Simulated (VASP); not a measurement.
# Al2O3 (R-3c) in VASP: settings compared

Al2O3 is run at these levels: PBE, r2SCAN; tasks: single point.

Everything below comes from runs of VASP 6.6.1. Logs are shortened: lines on timing, memory, paths and dates and some standing lists are left out, and cuts for length are marked.

### 1 The cell of the first run

The structure is trigonal, space group R-3c (No. 167). The conventional cell has a = 4.759 Å, b = 4.759 Å, c = 13.255 Å, α = 90.00°, β = 90.00°, γ = 120.00°. Al (site symmetry 3) has 6 O at 1.87 to 1.98 Å within 2.5 Å. O (site symmetry 2) has 4 Al at 1.87 to 1.98 Å within 2.5 Å.

### 2 Single point, PBE (uniaxial z strain +2.0%)

INCAR

```
PREC = Accurate
ENCUT = 520
EDIFF = 1E-6
ISMEAR = -1
SIGMA = 0.02
LREAL = False
LASPH = True
NELM = 100
ALGO = Normal
ISIF = 2
LWAVE = False
LCHARG = False
GGA = PE
NBANDS = 35
```

KPOINTS

```
Automatic mesh
0
Gamma
  6 6 6
```

POSCAR

```
Al2O3
1.0
    2.3793614130      1.3737249524      4.4182258683
   -2.3793614130      1.3737249524      4.4182258683
    0.0000000000     -2.7474499045      4.4182258684
Al O
4 6
Direct
    0.8513773476      0.8513773476      0.8513773476
    0.3513773476      0.3513773476      0.3513773476
    0.1486226524      0.1486226524      0.1486226524
    0.6486226524      0.6486226524      0.6486226524
    0.4432864559      0.0567135441      0.7500000000
    0.0567135441      0.7500000000      0.4432864559
    0.5567135441      0.9432864559      0.2500000000
    0.2500000000      0.5567135441      0.9432864559
    0.9432864559      0.2500000000      0.5567135441
    0.7500000000      0.4432864559      0.0567135441
```

Potentials or basis: VASP PAW PBE potentials, release 64 (Al, O).

Started as:

```console
> cat potpaw_PBE.64/Al/POTCAR potpaw_PBE.64/O/POTCAR > POTCAR
> mpirun -np 1 vasp_std > vasp.out
```

OUTCAR:

```text
PREC = Accurate
   ENCUT = 520
   EDIFF = 1E-6
   ISMEAR = -1
   LREAL = False
   LASPH = True
   NELM = 100
   ISIF = 2
   GGA = PE

 ion  position               nearest neighbor table
   1  0.851  0.851  0.851-   8 1.87   9 1.87   7 1.87   5 1.98  10 1.98   6 1.98   4 2.69   3 2.79
                             3 2.79   3 2.79   4 3.25   4 3.25   4 3.25
   2  0.351  0.351  0.351-   6 1.87  10 1.87   5 1.87   7 1.98   9 1.98   8 1.98   3 2.69   4 2.79
                             4 2.79   4 2.79   3 3.25   3 3.25   3 3.25
   3  0.149  0.149  0.149-  10 1.87   6 1.87   5 1.87   7 1.98   8 1.98   9 1.98   2 2.69   1 2.79
                             1 2.79   1 2.79   2 3.25   2 3.25   2 3.25
   4  0.649  0.649  0.649-   9 1.87   8 1.87   7 1.87   5 1.98   6 1.98  10 1.98   1 2.69   2 2.79
                             2 2.79   2 2.79   1 3.25   1 3.25   1 3.25
   5  0.443  0.057  0.750-   2 1.87   3 1.87   1 1.98   4 1.98
   6  0.057  0.750  0.443-   2 1.87   3 1.87   4 1.98   1 1.98
   7  0.557  0.943  0.250-   1 1.87   4 1.87   3 1.98   2 1.98
   8  0.250  0.557  0.943-   1 1.87   4 1.87   3 1.98   2 1.98
   9  0.943  0.250  0.557-   4 1.87   1 1.87   2 1.98   3 1.98
  10  0.750  0.443  0.057-   3 1.87   2 1.87   1 1.98   4 1.98

  LATTYP: Found a trigonal (rhomboedric) cell.
 ALAT       =     5.2028070118
 COS(alpha) =     0.5817120147

  Lattice vectors:

 A1 = (   2.3793614130,   1.3737249524,   4.4182258683)
 A2 = (  -2.3793614130,   1.3737249524,   4.4182258683)
 A3 = (   0.0000000000,  -2.7474499045,   4.4182258684)

Analysis of symmetry for initial positions (statically):
=====================================================================
 Subroutine PRICEL returns:
 Original cell was already a primitive cell.

 Routine SETGRP: Setting up the symmetry group for a
 trigonal (rhombohedral) supercell.

 Subroutine GETGRP returns: Found 12 space group operations
 (whereof  6 operations were pure point group operations)
 out of a pool of 12 trial point group operations.

The static configuration has the point symmetry S_6 .
 The point group associated with its full space group is D_3d.

Analysis of symmetry for dynamics (positions and initial velocities):
=====================================================================
 Subroutine PRICEL returns:
 Original cell was already a primitive cell.

 Routine SETGRP: Setting up the symmetry group for a
 trigonal (rhombohedral) supercell.

 Subroutine GETGRP returns: Found 12 space group operations
 (whereof  6 operations were pure point group operations)
 out of a pool of 12 trial point group operations.

The dynamic configuration has the point symmetry S_6 .
 The point group associated with its full space group is D_3d.

 Subroutine INISYM returns: Found 12 space group operations
 (whereof  6 operations are pure point group operations),
 and found     1 'primitive' translations

----------------------------------------------------------------------------------------

                                     Primitive cell

  volume of cell :      86.6482

  direct lattice vectors                    reciprocal lattice vectors
     2.379361413  1.373724952  4.418225868     0.210140417  0.121324626  0.075445064
    -2.379361413  1.373724952  4.418225868    -0.210140417  0.121324626  0.075445064
     0.000000000 -2.747449904  4.418225868     0.000000000 -0.242649253  0.075445064

  length of vectors
     5.202807012  5.202807012  5.202807012     0.254107492  0.254107492  0.254107492

  position of ions in fractional coordinates (direct lattice)
     0.851377348  0.851377348  0.851377348
     0.351377348  0.351377348  0.351377348
     0.148622652  0.148622652  0.148622652
     0.648622652  0.648622652  0.648622652
     0.443286456  0.056713544  0.750000000
     0.056713544  0.750000000  0.443286456
     0.556713544  0.943286456  0.250000000
     0.250000000  0.556713544  0.943286456
     0.943286456  0.250000000  0.556713544
     0.750000000  0.443286456  0.056713544

  ion indices of the primitive-cell ions
   primitive index   ion index
                 1           1
                 2           2
                 3           3
                 4           4
                 5           5
                 6           6
                 7           7
                 8           8
                 9           9
                10          10

----------------------------------------------------------------------------------------

 KPOINTS: Automatic mesh

Automatic generation of k-mesh.
 Grid dimensions read from file:
 generate k-points for:    6    6    6

 Generating k-lattice:

  Cartesian coordinates                     Fractional coordinates (reciprocal lattice)
     0.035023403  0.020220771  0.012574177     0.166666667 -0.000000000 -0.000000000
    -0.035023403  0.020220771  0.012574177    -0.000000000  0.166666667 -0.000000000
     0.000000000 -0.040441542  0.012574177     0.000000000  0.000000000  0.166666667

  Length of vectors
     0.042351249  0.042351249  0.042351249

  Shift w.r.t. Gamma in fractional coordinates (k-lattice)
     0.000000000  0.000000000  0.000000000

 Subroutine IBZKPT returns following result:
 ===========================================

 Found     32 irreducible k-points:

 Following reciprocal coordinates:
            Coordinates               Weight
  0.000000  0.000000  0.000000      1.000000
  0.166667  0.000000 -0.000000      6.000000
  0.333333  0.000000 -0.000000      6.000000
  0.500000 -0.000000 -0.000000      3.000000
  0.166667  0.166667 -0.000000      6.000000
  0.333333  0.166667 -0.000000     12.000000
[... 16 lines left out ...]
  0.500000  0.500000  0.166667      6.000000
 -0.333333  0.500000  0.166667     12.000000
 [... further k-points ...]
   k-points           NKPTS =     32   k-points in BZ     NKDIM =     32   number of bands    NBANDS=     35
   number of dos      NEDOS =    301   number of ions     NIONS =     10
   total plane-waves  NPLWV =  64000
   dimension x,y,z NGX =    40 NGY =   40 NGZ =   40
   dimension x,y,z NGXF=    80 NGYF=   80 NGZF=   80
   ions per type =               4   6
   NGX,Y,Z   is equivalent  to a cutoff of  12.78, 12.78, 12.78 a.u.
   NGXF,Y,Z  is equivalent  to a cutoff of  25.56, 25.56, 25.56 a.u.
 SYSTEM =  unknown system
   PREC   = accura    normal or accurate (medium, high low for compatibility)
   ISTART =      0    job   : 0-new  1-cont  2-samecut
   ICHARG =      2    charge: 1-file 2-atom 10-const
   ISPIN  =      1    spin polarized calculation?
   LNONCOLLINEAR =      F non collinear calculations
   LSORBIT =      F    spin-orbit coupling
   LASPH  =      T    aspherical Exc in radial PAW
   ENCUT  =  520.0 eV  38.22 Ry    6.18 a.u.   9.67  9.67  9.67*2*pi/ulx,y,z
   NELM   =    100;   NELMIN=  2; NELMDL= -5     # of ELM steps
   EDIFF  = 0.1E-05   stopping-criterion for ELM
   LREAL  =      F    real-space projection
   EDIFFG = 0.1E-04   stopping-criterion for IOM
   NSW    =      0    number of steps for IOM
   IBRION =     -1    ionic relax: 0-MD 1-quasi-New 2-CG
   NFREE  =      0    steps in history (QN), initial steepest desc. (CG)
   ISIF   =      2    stress and relaxation
   ISYM   =      2    0-nonsym 1-usesym 2-fastsym
   POTIM  = 0.5000    time-step for ionic-motion
   TEBEG  =    0.0;   TEEND  =   0.0 temperature during run
   PSTRESS=    0.0 pullay stress
   NELECT =      48.0000    total number of electrons
   NUPDOWN=      -1.0000    fix difference up-down
   EMIN   =  10.00;   EMAX   =-10.00  energy-range for DOS
   EFERMI =   0.00;   METHOD = LEGACY
   ISMEAR =    -1;   SIGMA  =   0.02  broadening in eV -4-tet -1-fermi 0-gaus
   EFERMI_NEDOS =   21; number of points for ismear=-14 and -15
   IALGO  =     38    algorithm
   IMIX   =      4    mixing-type and parameters
     AMIX     =   0.40;   BMIX     =  1.00
     AMIX_MAG =   1.60;   BMIX_MAG =  1.00
  volume/ion in A,a.u.               =       8.66        58.47
  Fermi-wavevector in a.u.,A,eV,Ry     =   1.344525  2.540783 24.595887  1.807747
  Thomas-Fermi vector in A             =   2.472511
   LORBIT       =      0    0 simple, 1 ext, 2 COOP (PROOUT), +10 PAW based schemes
   GGA     = PE    functional components
   LHFCALC =     F    Hartree Fock is set to
   AEXX    =    0.0000 exact exchange contribution
   IVDW    =     0    specifies the selected vdW correction
   LEPSILON=     F    determine dielectric tensor
   LRPA    =     F    only Hartree local field effects (RPA)
 non-spin polarized calculation
  energy-cutoff  :      520.00
  volume of cell :       86.65
 maximum number of plane-waves:      2354
   NGX = 19   NGY = 19   NGZ = 19

 number of electron      48.0000008 magnetization

 Free energy of the ion-electron system (eV)
  ---------------------------------------------------
  ext. energy  EPLUGINS =         0.00000000
  ---------------------------------------------------
  free energy    TOTEN  =       -74.77470753 eV

  energy without entropy =      -74.77470753  energy(sigma->0) =      -74.77470753

 E-fermi :   6.4161     XC(G=0): -11.5887

 val. band max:        5.9429348052   @ k =   0.0000   0.0000   0.0000
 cond. band min:      11.9224184354   @ k =   0.0000   0.0000   0.0000
 fundamental gap:      5.9794836302
 Fermi energy:         6.4161186394

 k-point     1 :       0.0000    0.0000    0.0000
  band No.  band energies     occupation
      1     -13.1879      2.00000
      2     -11.0080      2.00000
      3     -10.6312      2.00000
      4     -10.6312      2.00000
      5     -10.3349      2.00000
      6     -10.3349      2.00000
[... 27 lines left out ...]
     34      19.3283      0.00000
     35      20.3549      0.00000

 k-point     2 :       0.1667    0.0000   -0.0000
  band No.  band energies     occupation
      1     -13.0464      2.00000
      2     -11.0386      2.00000
      3     -10.7442      2.00000
      4     -10.6605      2.00000
      5     -10.4023      2.00000
      6     -10.3508      2.00000
[... 27 lines left out ...]
     34      18.8222      0.00000
     35      20.1250      0.00000

 k-point     3 :       0.3333    0.0000   -0.0000
  band No.  band energies     occupation
      1     -12.6452      2.00000
      2     -11.4311      2.00000
      3     -10.7308      2.00000
      4     -10.6926      2.00000
      5     -10.5429      2.00000
      6     -10.4305      2.00000
[... 27 lines left out ...]
     34      19.2838      0.00000
     35      19.3033      0.00000

 k-point     4 :       0.5000   -0.0000   -0.0000
  band No.  band energies     occupation
      1     -12.0586      2.00000
      2     -12.0586      2.00000
      3     -10.6574      2.00000
      4     -10.6574      2.00000
      5     -10.5781      2.00000
      6     -10.5781      2.00000
[... 27 lines left out ...]
     34      18.6966      0.00000
     35      18.9210      0.00000

 k-point     5 :       0.1667    0.1667   -0.0000
  band No.  band energies     occupation
      1     -13.0096      2.00000
      2     -11.0661      2.00000
      3     -10.7412      2.00000
      4     -10.6714      2.00000
      5     -10.4651      2.00000
      6     -10.3248      2.00000
[... 638 lines left out ...]
 k-point    22 :      -0.1667    0.3333    0.1667
  band No.  band energies     occupation
      1     -12.3259      2.00000
      2     -11.4223      2.00000
      3     -11.0111      2.00000
      4     -10.8871      2.00000
      5     -10.5934      2.00000
      6     -10.4052      2.00000
[... 27 lines left out ...]
     34      19.0958      0.00000
     35      19.2700      0.00000

 k-point    23 :       0.5000    0.5000    0.1667
  band No.  band energies     occupation
      1     -12.2003      2.00000
      2     -11.5425      2.00000
      3     -11.1499      2.00000
      4     -10.9127      2.00000
      5     -10.5813      2.00000
      6     -10.3037      2.00000
[... 27 lines left out ...]
     34      19.2490      0.00000
     35      19.4187      0.00000

 k-point    24 :      -0.3333    0.5000    0.1667
  band No.  band energies     occupation
      1     -11.9200      2.00000
      2     -11.5640      2.00000
      3     -11.3031      2.00000
      4     -11.0848      2.00000
      5     -10.5434      2.00000
      6     -10.3358      2.00000
[... 27 lines left out ...]
     34      19.2171      0.00000
     35      19.3695      0.00000

 [... further k-points ...]
[... 5 lines left out ...]
  --------------------------------------------------------------------------------------
  -------------------------------------------------------------------------------------
  Total        2.8047163      2.8047163     -1.3471006      0.0000000     -0.0000000     -0.0000000
  in kB       51.8609121     51.8609121    -24.9087101      0.0000000     -0.0000000     -0.0000000
  external PRESSURE =      26.2710380 kB  Pullay stress =       0.0000000 kB

 VOLUME and BASIS-vectors are now :
 -----------------------------------------------------------------------------
  energy-cutoff  :      520.00
  volume of cell :       86.65
      direct lattice vectors                 reciprocal lattice vectors
     2.379361413  1.373724952  4.418225868     0.210140417  0.121324626  0.075445064
    -2.379361413  1.373724952  4.418225868    -0.210140417  0.121324626  0.075445064
     0.000000000 -2.747449904  4.418225868     0.000000000 -0.242649253  0.075445064

 POSITION                                       TOTAL-FORCE (eV/Angst)
 -----------------------------------------------------------------------------------
      0.00000      0.00000     11.28473         0.000000      0.000000      0.024501
      0.00000      0.00000      4.65739         0.000000      0.000000      0.024501
      0.00000      0.00000      1.96995         0.000000     -0.000000     -0.024501
      0.00000      0.00000      8.59728         0.000000     -0.000000     -0.024501
      0.91980     -1.37372      5.52278        -0.019632      0.000000     -0.000000
     -1.64958     -0.10970      5.52278         0.009816      0.017002     -0.000000
     -0.91980      1.37372      7.73190         0.019632     -0.000000     -0.000000
     -0.72978     -1.48343      7.73190        -0.009816      0.017002     -0.000000
      1.64958      0.10970      7.73190        -0.009816     -0.017002      0.000000
      0.72978      1.48343      5.52278         0.009816     -0.017002      0.000000
 -----------------------------------------------------------------------------------
    total drift:                               -0.000000     -0.000000      0.000000

  FREE ENERGIE OF THE ION-ELECTRON SYSTEM (eV)
  ---------------------------------------------------
  free  energy   TOTEN  =       -74.7747075310 eV

  energy  without entropy=      -74.7747075310  energy(sigma->0) =      -74.77470753
```

Run time: 91 s. Hardware: 1 thread of Intel Xeon Platinum 8488C (Sapphire Rapids), shared host; peak memory 0.25 GiB.

What came out:

- Free energy: -74.7747 eV
- Pressure: 2.6 GPa
- Largest force: 0.025 eV/Å
- Band gap on the k mesh: 5.98 eV, direct

Forces on the atoms (eV/Å):
```
Al   0.000  0.000  0.025
Al   0.000  0.000  0.025
Al   0.000  0.000 -0.025
Al   0.000  0.000 -0.025
O   -0.020  0.000  0.000
O    0.010  0.017  0.000
O    0.020  0.000  0.000
O   -0.010  0.017  0.000
O   -0.010 -0.017  0.000
O    0.010 -0.017  0.000
```

Caveat: the cell differs from its parent crystal (uniaxial z strain +2.0%).

(Part 1 of 2 ends here.)
